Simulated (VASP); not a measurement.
Ti2Co:

```
CELL_PARAMETERS angstrom
0.00000 3.36500 3.36500
3.36500 0.00000 3.36500
3.36500 3.36500 0.00000
ATOMIC_POSITIONS crystal
Ti 0.12500 0.12500 0.12500
Ti 0.62500 0.12500 0.12500
Ti 0.12500 0.12500 0.62500
Ti 0.12500 0.62500 0.12500
Co 0.50000 0.50000 0.50000
Co 0.75000 0.75000 0.75000
```

| Quantity | Value |
| --- | --- |
| Program | VASP 6.6.1 |
| Task | relaxation of cell and atoms |
| Functional | PBEsol |
| Potentials or basis | VASP PAW PBE potentials, release 64 (Ti_sv, Co_sv) |
| Cutoff | 690 eV |
| k mesh | 1 × 1 × 1 |
| Occupations | gaussian, width 0.1 eV |
| Spin | collinear spin, ferromagnetic start |
| Starting moments | [0.0, 0.0, 0.0, 0.0, 0.59, 0.59] μB |

At the start: pressure -19.5 GPa; volume 12.70 Å³/atom.

Question: How do energy, volume and symmetry change on relaxing?

Answer: Over 4 steps the energy falls by 92.6 meV/atom and the volume is 11.33 Å³/atom (-10.8 %); space group Fd-3m (No. 227, to 0.1 Å) before and after; moment 4.00 μB per cell.

The path:
| step | energy change (eV) | largest force (eV/Å) | pressure (GPa) | volume (Å³) |
| --- | --- | --- | --- | --- |
| 1 | 0.0000 | 0.0000 | -19.53 | 76.21 |
| 2 | 0.1801 | 0.0000 | 34.78 | 60.37 |
| 3 | -0.5552 | 0.0000 | -0.69 | 68.16 |
| 4 | -0.5556 | 0.0000 | -0.11 | 67.98 |

Final structure:
```
CELL_PARAMETERS angstrom
0.00000 3.23934 3.23934
3.23934 0.00000 3.23934
3.23934 3.23934 0.00000
ATOMIC_POSITIONS crystal
Ti 0.12500 0.12500 0.12500
Ti 0.62500 0.12500 0.12500
Ti 0.12500 0.12500 0.62500
Ti 0.12500 0.62500 0.12500
Co 0.50000 0.50000 0.50000
Co 0.75000 0.75000 0.75000
```

Caveat: the k points lie up to 1.68 Å⁻¹ apart in the final cell, too coarse for converged energies, forces and pressures; the PAW data sets were made with another functional, which shifts forces and pressure a little.
